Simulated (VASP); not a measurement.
# SnO2 (R-3m) in VASP: further runs

SnO2 is run at these levels: PBEsol; tasks: single point.

Everything below comes from runs of VASP 6.6.1. Logs are shortened: lines on timing, memory, paths and dates and some standing lists are left out, and cuts for length are marked.

## 1. The cell of the first run

It takes space group R-3m (No. 166, trigonal). The conventional cell has a = 3.234 Å, b = 3.234 Å, c = 14.402 Å, α = 90.00°, β = 90.00°, γ = 120.00°. Sn (site symmetry -3m) has 6 O at 2.13 Å within 2.8 Å. O (site symmetry 3m) has 3 Sn at 2.13 Å and 3 O at 2.76 Å within 2.8 Å.

## 2. Single point, PBEsol

Contents of INCAR:

```
PREC     = Accurate       # precision mode
ENCUT    = 520            # plane-wave cutoff, eV
EDIFF    = 1E-7           # SCF threshold, eV
ISMEAR   = 0              # smearing method
SIGMA    = 0.01           # smearing width, eV
LREAL    = F              # projectors in reciprocal space
LASPH    = T              # aspherical terms in the spheres
NELM     = 100            # most SCF steps
ALGO     = Normal         # electronic algorithm
ISIF     = 2              # what is computed and relaxed
LWAVE    = F              # write WAVECAR
LCHARG   = T              # write CHGCAR
GGA      = PS             # functional
LELF     = T              # ELF
LVHAR    = T            
NBANDS   = 20             # bands
```

Contents of KPOINTS:

```
regular mesh
0
Gamma
  4 4 4
```

Contents of POSCAR:

```
SnO2
1.0
    1.6170930800      0.9336291200      4.8005925800
   -1.6170930800      0.9336291200      4.8005925800
    0.0000000000     -1.8672582400      4.8005925800
Sn O
1 2
Direct
    0.5000000007      0.5000000007      0.5000000007
    0.2371700002      0.2371700002      0.2371700002
    0.7628300005      0.7628300005      0.7628300005
```

Potentials or basis: VASP PAW PBE potentials, release 64 (Sn_d, O).

Run with:

```sh
cat potpaw_PBE.64/Sn_d/POTCAR potpaw_PBE.64/O/POTCAR > POTCAR
mpirun -np 1 vasp_std > vasp.out
```

OUTCAR:

```text
PREC = Accurate
   ENCUT = 520
   EDIFF = 1E-7
   ISMEAR = 0
   LREAL = F
   LASPH = T
   NELM = 100
   ISIF = 2
   GGA = PS

 ion  position               nearest neighbor table
   1  0.500  0.500  0.500-   2 2.13   3 2.13   2 2.13   2 2.13   3 2.13   3 2.13
   2  0.237  0.237  0.237-   1 2.13   1 2.13   1 2.13
   3  0.763  0.763  0.763-   1 2.13   1 2.13   1 2.13

  LATTYP: Found a trigonal (rhomboedric) cell.
 ALAT       =     5.1509554922
 COS(alpha) =     0.8028828377

  Lattice vectors:

 A1 = (   1.6170930800,   0.9336291200,   4.8005925800)
 A2 = (  -1.6170930800,   0.9336291200,   4.8005925800)
 A3 = (   0.0000000000,  -1.8672582400,   4.8005925800)

Analysis of symmetry for initial positions (statically):
=====================================================================
 Subroutine PRICEL returns:
 Original cell was already a primitive cell.

 Routine SETGRP: Setting up the symmetry group for a
 trigonal (rhombohedral) supercell.

 Subroutine GETGRP returns: Found 12 space group operations
 (whereof 12 operations were pure point group operations)
 out of a pool of 12 trial point group operations.

The static configuration has the point symmetry D_3d.

Analysis of symmetry for dynamics (positions and initial velocities):
=====================================================================
 Subroutine PRICEL returns:
 Original cell was already a primitive cell.

 Routine SETGRP: Setting up the symmetry group for a
 trigonal (rhombohedral) supercell.

 Subroutine GETGRP returns: Found 12 space group operations
 (whereof 12 operations were pure point group operations)
 out of a pool of 12 trial point group operations.

The dynamic configuration has the point symmetry D_3d.

 Subroutine INISYM returns: Found 12 space group operations
 (whereof 12 operations are pure point group operations),
 and found     1 'primitive' translations

----------------------------------------------------------------------------------------

                                     Primitive cell

  volume of cell :      43.4866

  direct lattice vectors                    reciprocal lattice vectors
     1.617093080  0.933629120  4.800592580     0.309196797  0.178514855  0.069435872
    -1.617093080  0.933629120  4.800592580    -0.309196797  0.178514855  0.069435872
     0.000000000 -1.867258240  4.800592580     0.000000000 -0.357029709  0.069435872

  length of vectors
     5.150955492  5.150955492  5.150955489     0.363719057  0.363719057  0.363719059

  position of ions in fractional coordinates (direct lattice)
     0.500000001  0.500000001  0.500000001
     0.237170000  0.237170000  0.237170000
     0.762830001  0.762830001  0.762830001

  ion indices of the primitive-cell ions
   primitive index   ion index
                 1           1
                 2           2
                 3           3

----------------------------------------------------------------------------------------

 KPOINTS: regular mesh

Automatic generation of k-mesh.
 Grid dimensions read from file:
 generate k-points for:    4    4    4

 Generating k-lattice:

  Cartesian coordinates                     Fractional coordinates (reciprocal lattice)
     0.077299199  0.044628714  0.017358968     0.250000000 -0.000000000  0.000000000
    -0.077299199  0.044628714  0.017358968    -0.000000000  0.250000000  0.000000000
     0.000000000 -0.089257427  0.017358968     0.000000000  0.000000000  0.250000000

  Length of vectors
     0.090929764  0.090929764  0.090929765

  Shift w.r.t. Gamma in fractional coordinates (k-lattice)
     0.000000000  0.000000000  0.000000000

 Subroutine IBZKPT returns following result:
 ===========================================

 Found     13 irreducible k-points:

 Following reciprocal coordinates:
            Coordinates               Weight
  0.000000  0.000000  0.000000      1.000000
  0.250000 -0.000000  0.000000      6.000000
  0.500000 -0.000000  0.000000      3.000000
  0.250000  0.250000  0.000000      6.000000
  0.500000  0.250000  0.000000     12.000000
 -0.250000  0.250000  0.000000      6.000000
  0.500000  0.500000  0.000000      3.000000
  0.250000  0.250000  0.250000      2.000000
  0.500000  0.250000  0.250000      6.000000
 -0.250000  0.250000  0.250000      6.000000
  0.500000  0.500000  0.250000      6.000000
 -0.250000  0.500000  0.250000      6.000000
  0.500000  0.500000  0.500000      1.000000
   k-points           NKPTS =     13   k-points in BZ     NKDIM =     13   number of bands    NBANDS=     20
   number of dos      NEDOS =    301   number of ions     NIONS =      3
   total plane-waves  NPLWV =  64000
   dimension x,y,z NGX =    40 NGY =   40 NGZ =   40
   dimension x,y,z NGXF=    80 NGYF=   80 NGZF=   80
   ions per type =               1   2
   NGX,Y,Z   is equivalent  to a cutoff of  12.91, 12.91, 12.91 a.u.
   NGXF,Y,Z  is equivalent  to a cutoff of  25.82, 25.82, 25.82 a.u.
 SYSTEM =  unknown system
   PREC   = accura    normal or accurate (medium, high low for compatibility)
   ISTART =      0    job   : 0-new  1-cont  2-samecut
   ICHARG =      2    charge: 1-file 2-atom 10-const
   ISPIN  =      1    spin polarized calculation?
   LNONCOLLINEAR =      F non collinear calculations
   LSORBIT =      F    spin-orbit coupling
   LASPH  =      T    aspherical Exc in radial PAW
   ENCUT  =  520.0 eV  38.22 Ry    6.18 a.u.   9.58  9.58  9.58*2*pi/ulx,y,z
   NELM   =    100;   NELMIN=  2; NELMDL= -5     # of ELM steps
   EDIFF  = 0.1E-06   stopping-criterion for ELM
   LREAL  =      F    real-space projection
   EDIFFG = 0.1E-05   stopping-criterion for IOM
   NSW    =      0    number of steps for IOM
   IBRION =     -1    ionic relax: 0-MD 1-quasi-New 2-CG
   NFREE  =      0    steps in history (QN), initial steepest desc. (CG)
   ISIF   =      2    stress and relaxation
   ISYM   =      2    0-nonsym 1-usesym 2-fastsym
   POTIM  = 0.5000    time-step for ionic-motion
   TEBEG  =    0.0;   TEEND  =   0.0 temperature during run
   PSTRESS=    0.0 pullay stress
   NELECT =      26.0000    total number of electrons
   NUPDOWN=      -1.0000    fix difference up-down
   EMIN   =  10.00;   EMAX   =-10.00  energy-range for DOS
   EFERMI =   0.00;   METHOD = LEGACY
   ISMEAR =     0;   SIGMA  =   0.01  broadening in eV -4-tet -1-fermi 0-gaus
   EFERMI_NEDOS =   21; number of points for ismear=-14 and -15
   IALGO  =     38    algorithm
   IMIX   =      4    mixing-type and parameters
     AMIX     =   0.40;   BMIX     =  1.00
     AMIX_MAG =   1.60;   BMIX_MAG =  1.00
  volume/ion in A,a.u.               =      14.50        97.82
  Fermi-wavevector in a.u.,A,eV,Ry     =   1.379158  2.606231 25.879336  1.902078
  Thomas-Fermi vector in A             =   2.504154
   LORBIT       =      0    0 simple, 1 ext, 2 COOP (PROOUT), +10 PAW based schemes
   GGA     = PS    functional components
   LHFCALC =     F    Hartree Fock is set to
   AEXX    =    0.0000 exact exchange contribution
   IVDW    =     0    specifies the selected vdW correction
   LEPSILON=     F    determine dielectric tensor
   LRPA    =     F    only Hartree local field effects (RPA)
 non-spin polarized calculation
 Gauss-broadening in eV      SIGMA  =   0.01
  energy-cutoff  :      520.00
  volume of cell :       43.49
 maximum number of plane-waves:      1184
 NGX is ok and might be reduce to    40
   NGX = 19   NGY = 19   NGZ = 19

 number of electron      26.0000004 magnetization

 Free energy of the ion-electron system (eV)
  ---------------------------------------------------
  ext. energy  EPLUGINS =         0.00000000
  ---------------------------------------------------
  free energy    TOTEN  =       -19.28469317 eV

  energy without entropy =      -19.28469317  energy(sigma->0) =      -19.28469317

 E-fermi :   3.2240     XC(G=0): -10.2166

 val. band max:        3.1679721507   @ k =   0.5000   0.5000   0.0000
 cond. band min:       5.0337638584   @ k =   0.0000   0.0000   0.0000
 fundamental gap:      1.8657917077
 Fermi energy:         3.2239987662

 k-point     1 :       0.0000    0.0000    0.0000
  band No.  band energies     occupation
      1     -16.7285      2.00000
      2     -16.5096      2.00000
      3     -16.5096      2.00000
      4     -16.3266      2.00000
      5     -16.3266      2.00000
      6     -14.6904      2.00000
[... 12 lines left out ...]
     19      20.1590      0.00000
     20      20.1591      0.00000

 k-point     2 :       0.2500   -0.0000    0.0000
  band No.  band energies     occupation
      1     -16.9415      2.00000
      2     -16.5133      2.00000
      3     -16.4279      2.00000
      4     -16.3815      2.00000
      5     -16.2993      2.00000
      6     -14.2308      2.00000
[... 12 lines left out ...]
     19      16.3395      0.00000
     20      20.0861      0.00000

 k-point     3 :       0.5000   -0.0000    0.0000
  band No.  band energies     occupation
      1     -17.2889      2.00000
      2     -16.4768      2.00000
      3     -16.4219      2.00000
      4     -16.2940      2.00000
      5     -16.1915      2.00000
      6     -13.4839      2.00000
[... 12 lines left out ...]
     19      16.3045      0.00000
     20      16.4979      0.00000

 k-point     4 :       0.2500    0.2500    0.0000
  band No.  band energies     occupation
      1     -16.9404      2.00000
      2     -16.5128      2.00000
      3     -16.4277      2.00000
      4     -16.3819      2.00000
      5     -16.2992      2.00000
      6     -14.2287      2.00000
[... 12 lines left out ...]
     19      15.9568      0.00000
     20      20.8037      0.00000

 k-point     5 :       0.5000    0.2500    0.0000
  band No.  band energies     occupation
      1     -17.0748      2.00000
      2     -16.6971      2.00000
      3     -16.3926      2.00000
      4     -16.3745      2.00000
      5     -16.2555      2.00000
      6     -13.1834      2.00000
[... 12 lines left out ...]
     19      16.8169      0.00000
     20      18.1041      0.00000

 k-point     6 :      -0.2500    0.2500    0.0000
  band No.  band energies     occupation
      1     -17.0735      2.00000
      2     -16.6972      2.00000
      3     -16.3924      2.00000
      4     -16.3749      2.00000
      5     -16.2560      2.00000
      6     -13.2055      2.00000
[... 12 lines left out ...]
     19      16.7933      0.00000
     20      16.9014      0.00000

 k-point     7 :       0.5000    0.5000    0.0000
  band No.  band energies     occupation
      1     -17.2870      2.00000
      2     -16.4763      2.00000
      3     -16.4212      2.00000
      4     -16.2934      2.00000
      5     -16.1915      2.00000
      6     -13.5127      2.00000
[... 12 lines left out ...]
     19      15.6561      0.00000
     20      19.7240      0.00000

 k-point     8 :       0.2500    0.2500    0.2500
  band No.  band energies     occupation
      1     -16.7287      2.00000
      2     -16.5095      2.00000
      3     -16.5095      2.00000
      4     -16.3265      2.00000
      5     -16.3265      2.00000
      6     -14.6414      2.00000
[... 12 lines left out ...]
     19      19.7326      0.00000
     20      20.2670      0.00000

 k-point     9 :       0.5000    0.2500    0.2500
  band No.  band energies     occupation
      1     -16.9441      2.00000
      2     -16.5148      2.00000
      3     -16.4276      2.00000
      4     -16.3818      2.00000
      5     -16.2994      2.00000
      6     -14.1703      2.00000
[... 12 lines left out ...]
     19      16.2373      0.00000
     20      18.6804      0.00000

 k-point    10 :      -0.2500    0.2500    0.2500
  band No.  band energies     occupation
      1     -17.2879      2.00000
      2     -16.4766      2.00000
      3     -16.4216      2.00000
      4     -16.2937      2.00000
      5     -16.1915      2.00000
      6     -13.4985      2.00000
[... 12 lines left out ...]
     19      16.0267      0.00000
     20      17.9630      0.00000

 k-point    11 :       0.5000    0.5000    0.2500
  band No.  band energies     occupation
      1     -16.9431      2.00000
      2     -16.5142      2.00000
      3     -16.4274      2.00000
      4     -16.3822      2.00000
      5     -16.2993      2.00000
      6     -14.1682      2.00000
[... 12 lines left out ...]
     19      15.9356      0.00000
     20      19.0521      0.00000

 k-point    12 :      -0.2500    0.5000    0.2500
  band No.  band energies     occupation
      1     -17.0761      2.00000
      2     -16.6970      2.00000
      3     -16.3928      2.00000
      4     -16.3742      2.00000
      5     -16.2550      2.00000
      6     -13.1603      2.00000
[... 12 lines left out ...]
     19      17.0579      0.00000
     20      18.6410      0.00000

 k-point    13 :       0.5000    0.5000    0.5000
  band No.  band energies     occupation
      1     -16.7289      2.00000
      2     -16.5093      2.00000
      3     -16.5093      2.00000
      4     -16.3264      2.00000
      5     -16.3264      2.00000
      6     -14.5886      2.00000
[... 12 lines left out ...]
     19      19.3965      0.00000
     20      20.3669      0.00000

------------------------ aborting loop because EDIFF is reached ----------------------------------------

  FORCE on cell =-STRESS in cart. coord.  units (eV):
  Direction    XX          YY          ZZ          XY          YZ          ZX
  --------------------------------------------------------------------------------------
  -------------------------------------------------------------------------------------
  Total       -1.3588293     -1.3588293     -0.9975398     -0.0000000      0.0000000      0.0000000
  in kB      -50.0633582    -50.0633576    -36.7523676     -0.0000000      0.0000000      0.0000000
  external PRESSURE =     -45.6263611 kB  Pullay stress =       0.0000000 kB

 VOLUME and BASIS-vectors are now :
 -----------------------------------------------------------------------------
  energy-cutoff  :      520.00
  volume of cell :       43.49
      direct lattice vectors                 reciprocal lattice vectors
     1.617093080  0.933629120  4.800592580     0.309196797  0.178514855  0.069435872
    -1.617093080  0.933629120  4.800592580    -0.309196797  0.178514855  0.069435872
     0.000000000 -1.867258240  4.800592580     0.000000000 -0.357029709  0.069435872

 POSITION                                       TOTAL-FORCE (eV/Angst)
 -----------------------------------------------------------------------------------
      0.00000      0.00000      7.20089         0.000000      0.000000     -0.000000
      0.00000      0.00000      3.41567         0.000000     -0.000000     -0.354334
      0.00000      0.00000     10.98611         0.000000      0.000000      0.354334
 -----------------------------------------------------------------------------------
    total drift:                                0.000000      0.000000     -0.000019

  FREE ENERGIE OF THE ION-ELECTRON SYSTEM (eV)
  ---------------------------------------------------
  free  energy   TOTEN  =       -19.2846931690 eV

  energy  without entropy=      -19.2846931690  energy(sigma->0) =      -19.28469317
```

Run time: 31 s. Hardware: 1 thread of AMD EPYC 9R45 (Zen 5), shared host; peak memory 0.2 GiB.

Results:

```
Free energy            : -19.2847 eV
Pressure               : -4.6 GPa
Largest force          : 0.354 eV/Å
Band gap on the k mesh : 1.87 eV, indirect (least direct gap 1.96 eV)
```

Forces on the atoms (eV/Å):
```
Sn   0.000  0.000  0.000
O    0.000  0.000 -0.354
O    0.000  0.000  0.354
```

Caveat: the k points lie up to 0.57 Å⁻¹ apart; the PAW data sets were made with another functional, which shifts forces and pressure a little; spin-orbit coupling is left out, which moves the levels of the heavy elements. A k mesh can miss the band edges.

(Part 1 of 2 ends here.)
